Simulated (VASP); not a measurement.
# B3As (Fm-3m) in VASP: further runs

The runs below take B3As through single point, relaxation of cell and atoms, with PBE.

Everything below comes from runs of VASP 6.6.1. Logs are shortened: lines on timing, memory, paths and dates and some standing lists are left out, and cuts for length are marked.

## Step 1: The cell of the first run

The structure is cubic, space group Fm-3m (No. 225). The conventional cell has a = 5.365 Å, b = 5.365 Å, c = 5.365 Å, α = 90.00°, β = 90.00°, γ = 90.00°. Within 3.1 Å of B (site symmetry -43m) lie 10 B at 2.32 to 2.68 Å and 4 As at 2.32 Å. Within 3.1 Å of B (site symmetry m-3m) lie 8 B at 2.32 Å and 6 As at 2.68 Å. As (site symmetry m-3m) has 14 B at 2.32 to 2.68 Å within 3.1 Å.

## Step 2: Single point, PBE

Contents of INCAR:

```
SYSTEM = B3As
ALGO     = Normal         ! electronic algorithm
EDIFF    = 1E-6           ! SCF threshold, eV
ENCUT    = 520            ! plane-wave cutoff, eV
GGA      = PE             ! functional
ISIF     = 2              ! what is computed and relaxed
ISMEAR   = 0              ! smearing method
LASPH    = .True.         ! aspherical terms in the spheres
LCHARG   = .False.        ! write CHGCAR
LREAL    = .False.        ! projectors in reciprocal space
LWAVE    = .False.        ! write WAVECAR
NBANDS   = 15             ! bands
NELM     = 80             ! most SCF steps
PREC     = Accurate       ! precision mode
SIGMA    = 0.1            ! smearing width, eV
```

Contents of KPOINTS:

```
k-points
0
Gamma
  6 6 6
  0 0 0
```

Contents of POSCAR:

```
B3As
1.0
    0.0000000000      2.6827442485      2.6827442485
    2.6827442485      0.0000000000      2.6827442485
    2.6827442485      2.6827442485      0.0000000000
B As
3 1
Direct
    0.2500000000      0.2500000000      0.2500000000
    0.7500000000      0.7500000000      0.7500000000
    0.5000000000      0.5000000000      0.5000000000
    0.0000000000      0.0000000000      0.0000000000
```

Potentials or basis: VASP PAW PBE potentials, release 64 (B, As).

Run with:

```bash
$ cat potpaw_PBE.64/B/POTCAR potpaw_PBE.64/As/POTCAR > POTCAR
$ mpirun -np 1 vasp_std > vasp.out
```

OUTCAR:

```text
SYSTEM = B3As
   EDIFF = 1E-6
   ENCUT = 520
   GGA = PE
   ISIF = 2
   ISMEAR = 0
   LASPH = .True.
   LREAL = .False.
   NELM = 80
   PREC = Accurate

 ion  position               nearest neighbor table
   1  0.250  0.250  0.250-   4 2.32   4 2.32   4 2.32   4 2.32
   2  0.750  0.750  0.750-   4 2.32   4 2.32   4 2.32   4 2.32
   3  0.500  0.500  0.500-
   4  0.000  0.000  0.000-   2 2.32   2 2.32   2 2.32   1 2.32   2 2.32   1 2.32   1 2.32   1 2.32

  LATTYP: Found a face centered cubic cell.
 ALAT       =     5.3654884970

  Lattice vectors:

 A1 = (   0.0000000000,   2.6827442485,   2.6827442485)
 A2 = (   2.6827442485,   0.0000000000,   2.6827442485)
 A3 = (   2.6827442485,   2.6827442485,   0.0000000000)

Analysis of symmetry for initial positions (statically):
=====================================================================
 Subroutine PRICEL returns:
 Original cell was already a primitive cell.

 Routine SETGRP: Setting up the symmetry group for a
 face centered cubic supercell.

 Subroutine GETGRP returns: Found 48 space group operations
 (whereof 48 operations were pure point group operations)
 out of a pool of 48 trial point group operations.

The static configuration has the point symmetry O_h .

Analysis of symmetry for dynamics (positions and initial velocities):
=====================================================================
 Subroutine PRICEL returns:
 Original cell was already a primitive cell.

 Routine SETGRP: Setting up the symmetry group for a
 face centered cubic supercell.

 Subroutine GETGRP returns: Found 48 space group operations
 (whereof 48 operations were pure point group operations)
 out of a pool of 48 trial point group operations.

The dynamic configuration has the point symmetry O_h .

 Subroutine INISYM returns: Found 48 space group operations
 (whereof 48 operations are pure point group operations),
 and found     1 'primitive' translations

----------------------------------------------------------------------------------------

                                     Primitive cell

  volume of cell :      38.6160

  direct lattice vectors                    reciprocal lattice vectors
     0.000000000  2.682744249  2.682744249    -0.186376320  0.186376320  0.186376320
     2.682744249  0.000000000  2.682744249     0.186376320 -0.186376320  0.186376320
     2.682744249  2.682744249  0.000000000     0.186376320  0.186376320 -0.186376320

  length of vectors
     3.793973301  3.793973301  3.793973301     0.322813255  0.322813255  0.322813255

  position of ions in fractional coordinates (direct lattice)
     0.250000000  0.250000000  0.250000000
     0.750000000  0.750000000  0.750000000
     0.500000000  0.500000000  0.500000000
     0.000000000  0.000000000  0.000000000

  ion indices of the primitive-cell ions
   primitive index   ion index
                 1           1
                 2           2
                 3           3
                 4           4

----------------------------------------------------------------------------------------

 KPOINTS: k-points

Automatic generation of k-mesh.
 Grid dimensions read from file:
 generate k-points for:    6    6    6

 Generating k-lattice:

  Cartesian coordinates                     Fractional coordinates (reciprocal lattice)
    -0.031062720  0.031062720  0.031062720     0.166666667  0.000000000  0.000000000
     0.031062720 -0.031062720  0.031062720     0.000000000  0.166666667  0.000000000
     0.031062720  0.031062720 -0.031062720     0.000000000  0.000000000  0.166666667

  Length of vectors
     0.053802209  0.053802209  0.053802209

  Shift w.r.t. Gamma in fractional coordinates (k-lattice)
     0.000000000  0.000000000  0.000000000

 Subroutine IBZKPT returns following result:
 ===========================================

 Found     16 irreducible k-points:

 Following reciprocal coordinates:
            Coordinates               Weight
  0.000000  0.000000  0.000000      1.000000
  0.166667  0.000000  0.000000      8.000000
  0.333333  0.000000  0.000000      8.000000
  0.500000  0.000000  0.000000      4.000000
  0.166667  0.166667  0.000000      6.000000
  0.333333  0.166667  0.000000     24.000000
[... 8 lines left out ...]
 -0.333333  0.333333  0.166667     24.000000
 -0.333333  0.500000  0.166667     12.000000
   k-points           NKPTS =     16   k-points in BZ     NKDIM =     16   number of bands    NBANDS=     15
   number of dos      NEDOS =    301   number of ions     NIONS =      4
   total plane-waves  NPLWV =  21952
   dimension x,y,z NGX =    28 NGY =   28 NGZ =   28
   dimension x,y,z NGXF=    56 NGYF=   56 NGZF=   56
   ions per type =               3   1
   NGX,Y,Z   is equivalent  to a cutoff of  12.27, 12.27, 12.27 a.u.
   NGXF,Y,Z  is equivalent  to a cutoff of  24.54, 24.54, 24.54 a.u.
 SYSTEM =  B3As
   PREC   = accura    normal or accurate (medium, high low for compatibility)
   ISTART =      0    job   : 0-new  1-cont  2-samecut
   ICHARG =      2    charge: 1-file 2-atom 10-const
   ISPIN  =      1    spin polarized calculation?
   LNONCOLLINEAR =      F non collinear calculations
   LSORBIT =      F    spin-orbit coupling
   LASPH  =      T    aspherical Exc in radial PAW
   ENCUT  =  520.0 eV  38.22 Ry    6.18 a.u.   7.05  7.05  7.05*2*pi/ulx,y,z
   NELM   =     80;   NELMIN=  2; NELMDL= -5     # of ELM steps
   EDIFF  = 0.1E-05   stopping-criterion for ELM
   LREAL  =      F    real-space projection
   EDIFFG = 0.1E-04   stopping-criterion for IOM
   NSW    =      0    number of steps for IOM
   IBRION =     -1    ionic relax: 0-MD 1-quasi-New 2-CG
   NFREE  =      0    steps in history (QN), initial steepest desc. (CG)
   ISIF   =      2    stress and relaxation
   ISYM   =      2    0-nonsym 1-usesym 2-fastsym
   POTIM  = 0.5000    time-step for ionic-motion
   TEBEG  =    0.0;   TEEND  =   0.0 temperature during run
   PSTRESS=    0.0 pullay stress
   NELECT =      14.0000    total number of electrons
   NUPDOWN=      -1.0000    fix difference up-down
   EMIN   =  10.00;   EMAX   =-10.00  energy-range for DOS
   EFERMI =   0.00;   METHOD = LEGACY
   ISMEAR =     0;   SIGMA  =   0.10  broadening in eV -4-tet -1-fermi 0-gaus
   EFERMI_NEDOS =   21; number of points for ismear=-14 and -15
   IALGO  =     38    algorithm
   IMIX   =      4    mixing-type and parameters
     AMIX     =   0.40;   BMIX     =  1.00
     AMIX_MAG =   1.60;   BMIX_MAG =  1.00
  volume/ion in A,a.u.               =       9.65        65.15
  Fermi-wavevector in a.u.,A,eV,Ry     =   1.167333  2.205940 18.540213  1.362667
  Thomas-Fermi vector in A             =   2.303835
   LORBIT       =      0    0 simple, 1 ext, 2 COOP (PROOUT), +10 PAW based schemes
   GGA     = PE    functional components
   LHFCALC =     F    Hartree Fock is set to
   AEXX    =    0.0000 exact exchange contribution
   IVDW    =     0    specifies the selected vdW correction
   LEPSILON=     F    determine dielectric tensor
   LRPA    =     F    only Hartree local field effects (RPA)
 non-spin polarized calculation
 Gauss-broadening in eV      SIGMA  =   0.10
  energy-cutoff  :      520.00
  volume of cell :       38.62
 maximum number of plane-waves:      1056
   NGX = 15   NGY = 15   NGZ = 15

 number of electron      13.9999999 magnetization

 Free energy of the ion-electron system (eV)
  ---------------------------------------------------
  ext. energy  EPLUGINS =         0.00000000
  ---------------------------------------------------
  free energy    TOTEN  =       -17.05633269 eV

  energy without entropy =      -17.05381980  energy(sigma->0) =      -17.05507624

 E-fermi :   7.9554     XC(G=0): -11.8626

 val. band max:        7.7478717032   @ k =   0.3333   0.1667   0.0000
 cond. band min:       8.0445173440   @ k =  -0.3333   0.3333   0.0000
 fundamental gap:      0.2966456408
 Fermi energy:         7.9554112912

 k-point     1 :       0.0000    0.0000    0.0000
  band No.  band energies     occupation
      1      -8.6937      2.00000
      2       4.7508      2.00000
      3       5.2757      2.00000
      4       5.2757      2.00000
      5       5.2757      2.00000
      6       5.6904      2.00000
      7       5.6904      2.00000
      8       5.6904      2.00000
      9       6.5699      2.00000
     10       7.6733      1.99993
     11       7.6733      1.99993
     12       7.6733      1.99993
     13      11.5827      0.00000
     14      15.1652      0.00000
     15      15.1652      0.00000

 k-point     2 :       0.1667    0.0000    0.0000
  band No.  band energies     occupation
      1      -8.3209      2.00000
      2       1.2498      2.00000
      3       4.2166      2.00000
      4       4.2166      2.00000
      5       4.6161      2.00000
      6       6.6386      2.00000
      7       6.6386      2.00000
      8       6.9692      2.00000
      9       7.3149      2.00000
     10       7.6578      1.99997
     11       7.6578      1.99997
     12      10.2060      0.00000
     13      12.7311      0.00000
     14      16.7716      0.00000
     15      16.7716      0.00000

 k-point     3 :       0.3333    0.0000    0.0000
  band No.  band energies     occupation
      1      -7.2429      2.00000
      2      -2.1052      2.00000
      3       3.7074      2.00000
      4       3.7074      2.00000
      5       4.1787      2.00000
      6       5.3181      2.00000
      7       5.3181      2.00000
      8       6.1078      2.00000
      9       9.2427      0.00000
     10      10.2526      0.00000
     11      10.2526      0.00000
     12      14.0784      0.00000
     13      14.5983      0.00000
     14      16.0162      0.00000
     15      16.5485      0.00000

 k-point     4 :       0.5000    0.0000    0.0000
  band No.  band energies     occupation
      1      -6.1059      2.00000
      2      -4.0098      2.00000
      3       3.7141      2.00000
      4       3.7141      2.00000
      5       4.0517      2.00000
      6       4.6134      2.00000
      7       4.6134      2.00000
      8       5.7546      2.00000
      9      11.4919      0.00000
     10      11.9374      0.00000
     11      12.9620      0.00000
     12      12.9620      0.00000
     13      13.9453      0.00000
     14      13.9453      0.00000
     15      16.0460      0.00000
[... 163 lines left out ...]
 k-point    14 :       0.5000    0.3333    0.1667
  band No.  band energies     occupation
      1      -6.3097      2.00000
      2      -1.6502      2.00000
      3      -0.6322      2.00000
      4       0.6947      2.00000
      5       4.9359      2.00000
      6       5.4772      2.00000
      7       6.4121      2.00000
      8      10.0587      0.00000
      9      10.4843      0.00000
     10      10.6282      0.00000
     11      11.9140      0.00000
     12      14.2650      0.00000
     13      14.5762      0.00000
     14      15.8382      0.00000
     15      15.8682      0.00000

 k-point    15 :      -0.3333    0.3333    0.1667
  band No.  band energies     occupation
      1      -5.2746      2.00000
      2      -3.0281      2.00000
      3      -0.9685      2.00000
      4      -0.0976      2.00000
      5       5.3676      2.00000
      6       5.5987      2.00000
      7       8.2908      0.00000
      8       8.4705      0.00000
      9      10.4575      0.00000
     10      10.6552      0.00000
     11      12.8637      0.00000
     12      13.2519      0.00000
     13      15.5555      0.00000
     14      16.5388      0.00000
     15      17.0305      0.00000

 k-point    16 :      -0.3333    0.5000    0.1667
  band No.  band energies     occupation
      1      -4.8726      2.00000
      2      -2.5831      2.00000
      3      -1.2894      2.00000
      4      -1.1429      2.00000
      5       4.4249      2.00000
      6       5.0341      2.00000
      7       8.7792      0.00000
      8       8.8828      0.00000
      9      11.9652      0.00000
     10      12.7598      0.00000
     11      12.7788      0.00000
     12      13.6322      0.00000
     13      15.3898      0.00000
     14      16.2670      0.00000
     15      16.6904      0.00000

------------------------ aborting loop because EDIFF is reached ----------------------------------------

  FORCE on cell =-STRESS in cart. coord.  units (eV):
  Direction    XX          YY          ZZ          XY          YZ          ZX
  --------------------------------------------------------------------------------------
  -------------------------------------------------------------------------------------
  Total        0.0814129      0.0814129      0.0814129      0.0000000      0.0000000      0.0000000
  in kB        3.3778145      3.3778145      3.3778145      0.0000000      0.0000000      0.0000000
  external PRESSURE =       3.3778145 kB  Pullay stress =       0.0000000 kB

 VOLUME and BASIS-vectors are now :
 -----------------------------------------------------------------------------
  energy-cutoff  :      520.00
  volume of cell :       38.62
      direct lattice vectors                 reciprocal lattice vectors
     0.000000000  2.682744249  2.682744249    -0.186376320  0.186376320  0.186376320
     2.682744249  0.000000000  2.682744249     0.186376320 -0.186376320  0.186376320
     2.682744249  2.682744249  0.000000000     0.186376320  0.186376320 -0.186376320

 POSITION                                       TOTAL-FORCE (eV/Angst)
 -----------------------------------------------------------------------------------
      1.34137      1.34137      1.34137         0.000000      0.000000      0.000000
      4.02412      4.02412      4.02412        -0.000000     -0.000000     -0.000000
      2.68274      2.68274      2.68274         0.000000      0.000000      0.000000
      0.00000      0.00000      0.00000         0.000000      0.000000      0.000000
 -----------------------------------------------------------------------------------
    total drift:                                0.000000     -0.000000      0.000000

  FREE ENERGIE OF THE ION-ELECTRON SYSTEM (eV)
  ---------------------------------------------------
  free  energy   TOTEN  =       -17.0563326871 eV

  energy  without entropy=      -17.0538198010  energy(sigma->0) =      -17.05507624
```

It took 12 s on 1 thread of Intel Xeon 8259CL, shared host; peak memory 0.15 GiB.

Results:

* Free energy: -17.0563 eV
* Pressure: 0.3 GPa
* Band gap on the k mesh: zero (band 7 reaches 11.66 eV, above the bottom of band 8 at 5.69 eV)

Levels at points of the mesh, in eV from the Fermi level:
```
           k point  band 3  band 4  band 5  band 6  band 7  band 8  band 9  band 10  band 11  band 12
(0.00, 0.00, 0.00)   -2.68   -2.68   -2.68   -2.27   -2.27   -2.27   -1.39    -0.28    -0.28    -0.28
(0.50, 0.00, 0.00)   -4.24   -4.24   -3.90   -3.34   -3.34   -2.20    3.54     3.98     5.01     5.01
(0.50, 0.50, 0.00)   -7.46   -7.46   -6.61   -5.42    3.70    3.70    4.45     4.45     5.26     5.98
```

## Step 3: Single point, PBE

This run uses another cell than the first one, of 13.69 Å³/atom, 1.418 times its volume.

Contents of INCAR:

```
SYSTEM = B3As
ALGO = Normal
EDIFF = 1E-7
ENCUT = 520
GGA = PE
ISIF = 2
ISMEAR = 0
LASPH = .True.
LCHARG = .True.
LELF = .True.
LREAL = .False.
LVHAR = .True.
LWAVE = .False.
NBANDS = 15
NELM = 80
PREC = Accurate
SIGMA = 0.1
```

KPOINTS is that of step 2.

Contents of POSCAR:

```
B3As
1.0
    0.0000000000      3.0142193300      3.0142193300
    3.0142193300      0.0000000000      3.0142193300
    3.0142193300      3.0142193300      0.0000000000
B As
3 1
Direct
    0.2500000000      0.2500000000      0.2500000000
    0.7500000000      0.7500000000      0.7500000000
    0.5000000000      0.5000000000      0.5000000000
    0.0000000000      0.0000000000      0.0000000000
```

Potentials or basis: VASP PAW PBE potentials, release 64 (B, As).

Run with:

```bash
$ cat potpaw_PBE.64/B/POTCAR potpaw_PBE.64/As/POTCAR > POTCAR
$ mpirun -np 1 vasp_std > vasp.out
```

It took 14 s on 1 thread of Intel Xeon 8259CL, shared host; peak memory 0.18 GiB.

The run converged. Its results:

```
Free energy            : -15.5190 eV
Pressure               : -21.5 GPa
Band gap on the k mesh : zero (band 7 reaches 7.48 eV, above the bottom of band 8 at 2.48 eV)
```

Levels at points of the mesh, in eV from the Fermi level:
```tsv
k point	band 3	band 4	band 5	band 6	band 7	band 8	band 9	band 10	band 11	band 12
(0.00, 0.00, 0.00)	-2.57	-1.88	-1.88	-1.88	-1.12	-1.12	-1.12	0.09	0.09	0.09
(0.50, 0.00, 0.00)	-4.55	-2.98	-2.98	-2.84	-1.96	-1.96	2.05	2.13	4.14	4.14
(0.50, 0.50, 0.00)	-5.97	-5.25	-5.25	-4.92	3.04	3.04	3.24	3.24	3.55	4.01
```

## Step 4: Relaxation of cell and atoms, PBE

This run uses another cell than the first one, of 13.69 Å³/atom, 1.418 times its volume.

Contents of INCAR:

```
SYSTEM = B3As
ALGO = Normal
EDIFF = 1E-6
EDIFFG = -0.04
ENCUT = 600
GGA = PE
IBRION = 2
ISIF = 3
ISMEAR = 0
LASPH = .TRUE.
LCHARG = .FALSE.
LREAL = .FALSE.
LWAVE = .FALSE.
NELM = 60
NSW = 90
PREC = Accurate
SIGMA = 0.1
```

Contents of KPOINTS:

```
k-points
0
G
  6 6 6
  0 0 0
```

POSCAR is that of step 3.

Run with:

```bash
$ cat potpaw_PBE.64/B/POTCAR potpaw_PBE.64/As/POTCAR > POTCAR
$ mpirun -np 1 vasp_std > vasp.out
```

It took 34 s on 1 thread of Intel Xeon 8259CL, shared host; peak memory 0.21 GiB.

Results (log left out):

| Item | Value |
| --- | --- |
| Free energy | -17.0573 eV |
| Relaxed volume | 9.72 Å³/atom |
| Relaxed cell | a = 3.802 Å, b = 3.802 Å, c = 3.802 Å, α = 60.00°, β = 60.00°, γ = 60.00° |
| Space group after relaxing (to 0.05 Å) | Fm-3m (No. 225) |
| Energy gained by relaxing | 384.4 meV/atom |
| Ionic steps | 3 |
| Pressure after relaxing | -0.5 GPa |

Step by step:
```tsv
step	energy change (eV)	largest force (eV/Å)	pressure (GPa)	volume (Å³)
1	0.0000	0.0000	-21.50	54.77
2	-1.4595	0.0000	-8.63	41.46
3	-1.5377	0.0000	-0.52	38.86
```

Final structure:
```
CELL_PARAMETERS angstrom
0.00000 2.68850 2.68850
2.68850 0.00000 2.68850
2.68850 2.68850 0.00000
ATOMIC_POSITIONS crystal
B 0.25000 0.25000 0.25000
B 0.75000 0.75000 0.75000
B 0.50000 0.50000 0.50000
As 0.00000 0.00000 0.00000
```

Levels at points of the mesh, in eV from the Fermi level:
```tsv
k point	band 5	band 6	band 7	band 8	band 9	band 10
(0.00, 0.00, 0.00)	-2.68	-2.25	-2.25	-2.25	-1.42	-0.29
(0.50, 0.00, 0.00)	-3.93	-3.33	-3.33	-2.23	3.49	3.93
(0.50, 0.50, 0.00)	-6.61	-5.42	3.67	3.67	4.41	4.41
```

Caveat: the volume moved by over 15 % at a fixed basis, so the end points are rough; the bands computed are all filled at some k points, so no gap is given.

## Step 5: Overview

| task | cell | cutoff (eV) | gap on the mesh (eV) | pressure (GPa) |
| --- | --- | --- | --- | --- |
| single point | a = 3.794 Å, angles 60.0°, 4 atoms | 520 | none | 0.3 |
| single point | a = 4.263 Å, angles 60.0°, 4 atoms | 520 | none | -21.5 |
| relaxation of cell and atoms | relaxed from a = 4.263 Å, angles 60.0°, 4 atoms | 600 | - | -0.5 |

Alike in all rows: level PBE; potentials or basis VASP PAW PBE potentials, release 64 (B, As); no spin polarisation; k mesh 6 × 6 × 6; smearing gaussian 0.1 eV.

Caveats: the volume moved by over 15 % at a fixed basis, so the end points are rough (some runs); the bands computed are all filled at some k points, so no gap is given (some runs).

Absolute energies hang on the potentials; compare differences alone.
